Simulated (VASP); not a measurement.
Set up this calculation in VASP 6.6.1, as the native input.

| Item | Value |
| --- | --- |
| Task | relaxation of cell and atoms |
| Functional | PBE |
| Potentials or basis | VASP PAW PBE potentials, release 64 (W_sv) |
| Cutoff | 600 eV |
| k mesh | 17 × 17 × 17 |
| Occupations | fermi-dirac, width 0.08 eV |
| Spin | no spin polarisation |
| Dipole correction | no |
| Further INCAR settings | ALGO = Normal; EDIFF = 1e-06; IBRION = 2; EDIFFG = -0.005; NSW = 60; ISIF = 3 |

The structure of W lies in POSCAR:

```
W
1.0
    0.0000000000      2.0060235071      2.0060235071
    2.0060235071      0.0000000000      2.0060235071
    2.0060235071      2.0060235071      0.0000000000
W
1
Direct
    0.0000000000      0.0000000000      0.0000000000
```

One way to write it, as run:

INCAR

```
SYSTEM = W
PREC = Accurate
ENCUT = 600
EDIFF = 1E-6
ISMEAR = -1
SIGMA = 0.08
LREAL = .FALSE.
LASPH = .TRUE.
NELM = 80
ALGO = Normal
ISIF = 3
LWAVE = .FALSE.
LCHARG = .FALSE.
GGA = PE
IBRION = 2
NSW = 60
EDIFFG = -0.005
```

KPOINTS

```
regular mesh
0
G
  17 17 17
  0 0 0
```

Potentials or basis: VASP PAW PBE potentials, release 64 (W_sv).

Run with:

```sh
$ cat potpaw_PBE.64/W_sv/POTCAR > POTCAR
$ mpirun -np 1 vasp_std > vasp.out
```

It gave:

- Relaxed volume: 16.49 Å³/atom
- Relaxed cell: a = 2.857 Å, b = 2.857 Å, c = 2.857 Å, α = 60.00°, β = 60.00°, γ = 60.00°
- Space group after relaxing (to 0.05 Å): Fm-3m (No. 225)
- Energy gained by relaxing: 6.6 meV/atom
- Ionic steps: 4
- Pressure after relaxing: 0.0 GPa
- Band gap on the k mesh: zero (band 7 reaches 13.27 eV, above the bottom of band 8 at 9.87 eV)

Caveat: spin-orbit coupling is left out, which moves the levels of the heavy elements.

Wall time 25 s on 1 thread of Intel(R) Xeon(R) 6975P-C (Granite Rapids) (shared host), peak memory 0.17 GiB.
